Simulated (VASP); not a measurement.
# BRu12 (a cell with a defect) in VASP: single point with PBE+D3(BJ)

Aim: the single point of BRu12 (a cell with a defect) with PBE+D3(BJ).

Everything below comes from runs of VASP 6.6.1. Logs are shortened: lines on timing, memory, paths and dates and some standing lists are left out, and cuts for length are marked.

### 1 The cell of the first run

The cell holds a defect, 13 atoms: a = 5.400 Å, b = 8.100 Å, c = 4.277 Å, α = 90.00°, β = 90.00°, γ = 120.00°.

### 2 Single point, PBE+D3(BJ)

INCAR reads:

```
SYSTEM = BRu12
ALGO     = Normal         ! electronic algorithm
EDIFF    = 1E-7           ! SCF threshold, eV
ENCUT    = 520            ! plane-wave cutoff, eV
GGA      = PE             ! functional
ISIF     = 2              ! what is computed and relaxed
ISMEAR   = -1             ! smearing method
IVDW     = 12             ! dispersion correction
LASPH    = .TRUE.         ! aspherical terms in the spheres
LCHARG   = .FALSE.        ! write CHGCAR
LREAL    = .FALSE.        ! projectors in reciprocal space
LWAVE    = .FALSE.        ! write WAVECAR
NBANDS   = 98             ! bands
NELM     = 100            ! most SCF steps
PREC     = Accurate       ! precision mode
SIGMA    = 0.1            ! smearing width, eV
```

KPOINTS reads:

```
k-points
0
G
  2 2 3
  0 0 0
```

POSCAR reads:

```
BRu12
1.0
    5.4000000000      0.0000000000      0.0000000000
   -4.0500000000      7.0148060000      0.0000000000
    0.0000000000      0.0000000000      4.2768000000
Ru B
12 1
Direct
   -0.0021424608     -0.0051066168      0.0078293132
    0.1547446062      0.2073057303      0.5138049798
   -0.0209401446      0.3259560425     -0.0104442605
    0.1540394700      0.5596405818      0.5156195984
    0.0083575822      0.6746037156      0.0096028327
    0.1686654265      0.8891914669      0.4995109548
    0.4977467697     -0.0011047654      0.0024045382
    0.6580928589      0.2133637729      0.4925227622
    0.5119553296      0.3283101619     -0.0135421758
    0.6872661844      0.5621454763      0.5126002601
    0.5114557409      0.6806626950     -0.0117893177
    0.6683144888      0.8931185122      0.4943871781
    0.3331821482      0.4440311268      0.2511852366
```

Potentials or basis: VASP PAW PBE potentials, release 64 (Ru_pv, B).

The run is started by

```sh
$ cat potpaw_PBE.64/Ru_pv/POTCAR potpaw_PBE.64/B/POTCAR > POTCAR
$ mpirun -np 1 vasp_std > vasp.out
```

OUTCAR:

```text
SYSTEM = BRu12
   EDIFF = 1E-7
   ENCUT = 520
   GGA = PE
   ISIF = 2
   ISMEAR = -1
   IVDW = 12
   LASPH = .TRUE.
   LREAL = .FALSE.
   NELM = 100
   PREC = Accurate
 IVDW          = 12

 ion  position               nearest neighbor table
   1  0.998  0.995  0.008-   2 2.59  11 2.59  12 2.59   6 2.61   5 2.62   2 2.63   6 2.66   7 2.68
                            12 2.68   7 2.72   3 2.73   9 2.74
   2  0.155  0.207  0.514-  13 2.00   1 2.59  12 2.59   6 2.62   3 2.62   9 2.62   1 2.63   8 2.70
                             8 2.71   3 2.79   9 2.81   4 2.86  10 2.87
   3  0.979  0.326  0.990-  13 2.00   9 2.53   8 2.60   4 2.61   2 2.62   8 2.62   7 2.63   1 2.73
                             5 2.75   4 2.78   2 2.79   9 2.87  11 2.87
   4  0.154  0.560  0.516-  13 2.00  10 2.53   5 2.58   3 2.61  11 2.62   5 2.63   6 2.63  12 2.74
                             8 2.75   3 2.78  11 2.81   2 2.86  10 2.87
   5  0.008  0.675  0.010-   6 2.58   4 2.58  10 2.60   1 2.62  10 2.62   4 2.63   7 2.63   6 2.65
                            11 2.69  11 2.71   9 2.75   3 2.75
   6  0.169  0.889  0.500-   5 2.58   1 2.61   2 2.62   7 2.62  10 2.63   4 2.63   8 2.63   7 2.64
                             5 2.65   1 2.66  12 2.68  12 2.72
   7  0.498  0.999  0.002-   8 2.58  12 2.61  11 2.62   6 2.62   3 2.63   9 2.63   5 2.63   6 2.64
                             8 2.65  12 2.66   1 2.68   1 2.72
   8  0.658  0.213  0.493-   7 2.58   9 2.59   3 2.60  12 2.62   3 2.62   9 2.63   6 2.63   7 2.65
                             2 2.70   2 2.71   4 2.75  10 2.75
   9  0.512  0.328  0.986-  13 2.00   3 2.53   8 2.59  10 2.61   2 2.62   8 2.63   7 2.63   1 2.74
                             5 2.75  10 2.78   2 2.81  11 2.86   3 2.87
  10  0.687  0.562  0.513-  13 2.00   4 2.53   5 2.60   9 2.61  11 2.62   5 2.62   6 2.63  12 2.73
                             8 2.75   9 2.78  11 2.79   4 2.87   2 2.87
  11  0.511  0.681  0.988-  13 2.01  12 2.58   1 2.59   7 2.62  10 2.62   4 2.62  12 2.63   5 2.69
                             5 2.71  10 2.79   4 2.81   9 2.86   3 2.87
  12  0.668  0.893  0.494-  11 2.58   2 2.59   1 2.59   7 2.61   8 2.62  11 2.63   7 2.66   6 2.68
                             1 2.68   6 2.72  10 2.73   4 2.74
  13  0.333  0.444  0.251-  10 2.00   3 2.00   9 2.00   4 2.00   2 2.00  11 2.01

  LATTYP: Found a simple monoclinic cell.
 ALAT       =     5.4000000000
 B/A-ratio  =     0.7920000000
 C/A-ratio  =     1.3228756972
 COS(beta)  =    -0.1889822305

  Lattice vectors:

 A1 = (   5.4000000000,   0.0000000000,   0.0000000000)
 A2 = (   0.0000000000,   0.0000000000,   4.2768000000)
 A3 = (  -1.3500000000,  -7.0148060000,   0.0000000000)

Analysis of symmetry for initial positions (statically):
=====================================================================
 Subroutine PRICEL returns:
 Original cell was already a primitive cell.

 Routine SETGRP: Setting up the symmetry group for a
 simple monoclinic supercell.

 Subroutine GETGRP returns: Found  1 space group operations
 (whereof  1 operations were pure point group operations)
 out of a pool of  4 trial point group operations.

The static configuration has the point symmetry C_1 .

Analysis of symmetry for dynamics (positions and initial velocities):
=====================================================================
 Subroutine PRICEL returns:
 Original cell was already a primitive cell.

 Routine SETGRP: Setting up the symmetry group for a
 simple monoclinic supercell.

 Subroutine GETGRP returns: Found  1 space group operations
 (whereof  1 operations were pure point group operations)
 out of a pool of  4 trial point group operations.

The dynamic configuration has the point symmetry C_1 .

 Subroutine INISYM returns: Found  1 space group operations
 (whereof  1 operations are pure point group operations),
 and found     1 'primitive' translations

----------------------------------------------------------------------------------------

                                     Primitive cell

  volume of cell :     162.0050

  direct lattice vectors                    reciprocal lattice vectors
     5.400000000  0.000000000  0.000000000     0.185185185  0.106916713  0.000000000
    -4.050000000  7.014806000  0.000000000     0.000000000  0.142555617  0.000000000
     0.000000000  0.000000000  4.276800000     0.000000000  0.000000000  0.233819678

  length of vectors
     5.400000000  8.100000199  4.276800000     0.213833431  0.142555617  0.233819678

[... 44 lines left out ...]
     0.000000000  0.000000000  0.077939893     0.000000000  0.000000000  0.333333333

  Length of vectors
     0.106916716  0.071277809  0.077939893

  Shift w.r.t. Gamma in fractional coordinates (k-lattice)
     0.000000000  0.000000000  0.000000000

 Subroutine IBZKPT returns following result:
 ===========================================

 Found      8 irreducible k-points:

 Following reciprocal coordinates:
            Coordinates               Weight
  0.000000  0.000000  0.000000      1.000000
  0.500000  0.000000  0.000000      1.000000
  0.000000  0.500000  0.000000      1.000000
  0.500000  0.500000  0.000000      1.000000
  0.000000  0.000000  0.333333      2.000000
  0.500000  0.000000  0.333333      2.000000
  0.000000  0.500000  0.333333      2.000000
  0.500000  0.500000  0.333333      2.000000
   k-points           NKPTS =      8   k-points in BZ     NKDIM =      8   number of bands    NBANDS=     98
   number of dos      NEDOS =    301   number of ions     NIONS =     13
   total plane-waves  NPLWV =  76800
   dimension x,y,z NGX =    40 NGY =   60 NGZ =   32
   dimension x,y,z NGXF=    80 NGYF=  120 NGZF=   64
   ions per type =              12   1
   NGX,Y,Z   is equivalent  to a cutoff of  12.31, 12.31, 12.44 a.u.
   NGXF,Y,Z  is equivalent  to a cutoff of  24.63, 24.63, 24.88 a.u.
 SYSTEM =  BRu12
   PREC   = accura    normal or accurate (medium, high low for compatibility)
   ISTART =      0    job   : 0-new  1-cont  2-samecut
   ICHARG =      2    charge: 1-file 2-atom 10-const
   ISPIN  =      1    spin polarized calculation?
   LNONCOLLINEAR =      F non collinear calculations
   LSORBIT =      F    spin-orbit coupling
   LASPH  =      T    aspherical Exc in radial PAW
   ENCUT  =  520.0 eV  38.22 Ry    6.18 a.u.  10.04 15.06  7.95*2*pi/ulx,y,z
   NELM   =    100;   NELMIN=  2; NELMDL= -5     # of ELM steps
   EDIFF  = 0.1E-06   stopping-criterion for ELM
   LREAL  =      F    real-space projection
   EDIFFG = 0.1E-05   stopping-criterion for IOM
   NSW    =      0    number of steps for IOM
   IBRION =     -1    ionic relax: 0-MD 1-quasi-New 2-CG
   NFREE  =      0    steps in history (QN), initial steepest desc. (CG)
   ISIF   =      2    stress and relaxation
   ISYM   =      2    0-nonsym 1-usesym 2-fastsym
   POTIM  = 0.5000    time-step for ionic-motion
   TEBEG  =    0.0;   TEEND  =   0.0 temperature during run
   PSTRESS=    0.0 pullay stress
   NELECT =     171.0000    total number of electrons
   NUPDOWN=      -1.0000    fix difference up-down
   EMIN   =  10.00;   EMAX   =-10.00  energy-range for DOS
   EFERMI =   0.00;   METHOD = LEGACY
   ISMEAR =    -1;   SIGMA  =   0.10  broadening in eV -4-tet -1-fermi 0-gaus
   EFERMI_NEDOS =   21; number of points for ismear=-14 and -15
   IALGO  =     38    algorithm
   IMIX   =      4    mixing-type and parameters
     AMIX     =   0.40;   BMIX     =  1.00
     AMIX_MAG =   1.60;   BMIX_MAG =  1.00
  volume/ion in A,a.u.               =      12.46        84.10
  Fermi-wavevector in a.u.,A,eV,Ry     =   1.666853  3.149896 37.802432  2.778400
  Thomas-Fermi vector in A             =   2.752977
   LORBIT       =      0    0 simple, 1 ext, 2 COOP (PROOUT), +10 PAW based schemes
   GGA     = PE    functional components
   LHFCALC =     F    Hartree Fock is set to
   AEXX    =    0.0000 exact exchange contribution
   IVDW    =    12    specifies the selected vdW correction
   LEPSILON=     F    determine dielectric tensor
   LRPA    =     F    only Hartree local field effects (RPA)
 non-spin polarized calculation
  energy-cutoff  :      520.00
  volume of cell :      162.00
 maximum number of plane-waves:      4394
   NGX = 21   NGY = 31   NGZ = 15

 number of electron     171.0000007 magnetization

 Free energy of the ion-electron system (eV)
  ---------------------------------------------------
  ext. energy  EPLUGINS =         0.00000000
  ---------------------------------------------------
  free energy    TOTEN  =      -116.32343482 eV

  energy without entropy =     -115.98865517  energy(sigma->0) =     -116.15604499

 E-fermi :  13.4600     XC(G=0): -14.3072

 val. band max:       13.4297625718   @ k =   0.0000   0.0000   0.3333
 cond. band min:      13.4949204055   @ k =   0.0000   0.0000   0.0000
 fundamental gap:      0.0651578337
 Fermi energy:        13.4600084608

 k-point     1 :       0.0000    0.0000    0.0000
  band No.  band energies     occupation
      1     -30.3302      2.00000
      2     -30.1433      2.00000
      3     -30.0669      2.00000
      4     -30.0257      2.00000
      5     -29.9954      2.00000
      6     -29.9939      2.00000
[... 789 lines left out ...]
     96      14.9839      0.00000
     97      15.2400      0.00000
 [bands above 97 left out]

------------------------ aborting loop because EDIFF is reached ----------------------------------------

 Edisp (eV)   -8.08747

 E8    (eV) :    -3.6572

  FORCE on cell =-STRESS in cart. coord.  units (eV):
  Direction    XX          YY          ZZ          XY          YZ          ZX
  --------------------------------------------------------------------------------------
  -------------------------------------------------------------------------------------
  Total      15.89248    18.80324    14.76098    -0.62818     0.38625     0.02238
  in kB     157.17155   185.95806   145.98140    -6.21254     3.81987     0.22129
  external pressure =      163.04 kB  Pullay stress =        0.00 kB

 VOLUME and BASIS-vectors are now :
 -----------------------------------------------------------------------------
  energy-cutoff  :      520.00
  volume of cell :      162.00
      direct lattice vectors                 reciprocal lattice vectors
     5.400000000  0.000000000  0.000000000     0.185185185  0.106916713  0.000000000
    -4.050000000  7.014806000  0.000000000     0.000000000  0.142555617  0.000000000
     0.000000000  0.000000000  4.276800000     0.000000000  0.000000000  0.233819678

 POSITION                                       TOTAL-FORCE (eV/Angst)
 -----------------------------------------------------------------------------------
      1.35911      6.97898      0.03348         0.002453     -0.018661      0.000904
     -0.00397      1.45421      2.19744        -0.003295     -0.031107      0.017955
      3.96680      2.28652      4.23213        -0.005657     -0.011537     -0.004667
     -1.43473      3.92577      2.20520         0.005842      0.016583      0.007140
     -2.68701      4.73221      0.04107        -0.009309     -0.014575      0.002228
     -2.69043      6.23751      2.13631         0.000222      0.007720     -0.005669
     -1.35769      7.00706      0.01028        -0.003859     -0.014446      0.014986
      2.68958      1.49671      2.10642        -0.009180      0.024390     -0.004991
      1.43490      2.30303      4.21888         0.013754     -0.012651     -0.007060
      1.43455      3.94334      2.19229         0.004726      0.010474      0.004498
      0.00518      4.77472      4.22638         0.000867      0.030480     -0.009458
     -0.00823      6.26505      2.11440         0.005610      0.013564     -0.012574
      0.00086      3.11479      1.07427        -0.002173     -0.000233     -0.003291
 -----------------------------------------------------------------------------------
    total drift:                               -0.000038     -0.000148      0.000001

  FREE ENERGIE OF THE ION-ELECTRON SYSTEM (eV)
  ---------------------------------------------------
  free  energy   TOTEN  =      -124.4109087609 eV

  energy  without entropy=     -124.0761291058  energy(sigma->0) =     -124.24351893
```

Run time: 3.7 min. Hardware: 1 thread of Intel Xeon 8259CL, shared host; peak memory 0.31 GiB.

What came out:

| Quantity | Value |
| --- | --- |
| Free energy | -124.4109 eV |
| Pressure | 16.3 GPa |
| Largest force | 0.036 eV/Å |
| Band gap on the k mesh | zero (an odd number of electrons rules out a gap without spin polarisation) |
| Dispersion energy per atom | -0.622 eV |

Forces in eV/Å, atoms in the order of the input:
```
Ru   0.002 -0.019  0.001
Ru  -0.003 -0.031  0.018
Ru  -0.006 -0.012 -0.005
Ru   0.006  0.017  0.007
Ru  -0.009 -0.015  0.002
Ru   0.000  0.008 -0.006
Ru  -0.004 -0.014  0.015
Ru  -0.009  0.024 -0.005
Ru   0.014 -0.013 -0.007
Ru   0.005  0.010  0.004
Ru   0.001  0.030 -0.009
Ru   0.006  0.014 -0.013
B   -0.002  0.000 -0.003
```

Stress tensor (GPa, compression positive):
```
15.72 -0.62  0.02
-0.62 18.60  0.38
 0.02  0.38 14.60
```

Levels at points of the mesh, in eV from the Fermi level:
```csv
k point,band 82,band 83,band 84,band 85,band 86,band 87,band 88,band 89,band 90,band 91
"(0.00, 0.00, 0.00)",0.03,0.22,0.22,0.40,0.44,0.58,0.58,0.68,0.81,0.89
"(0.50, 0.00, 0.00)",-0.88,-0.82,-0.50,-0.46,-0.37,-0.35,-0.15,0.51,0.56,0.57
"(0.00, 0.50, 0.00)",-1.28,-1.19,-1.12,0.29,0.37,1.00,1.08,1.26,1.35,1.38
"(0.50, 0.50, 0.00)",-1.22,-0.85,-0.53,-0.42,-0.40,-0.08,0.06,0.47,0.81,1.11
```

Caveat: the k points lie up to 0.59 Å⁻¹ apart, too coarse for converged energies and pressures of a metal.

The gap in the log of VASP goes by the Fermi energy; the results here count the filled bands.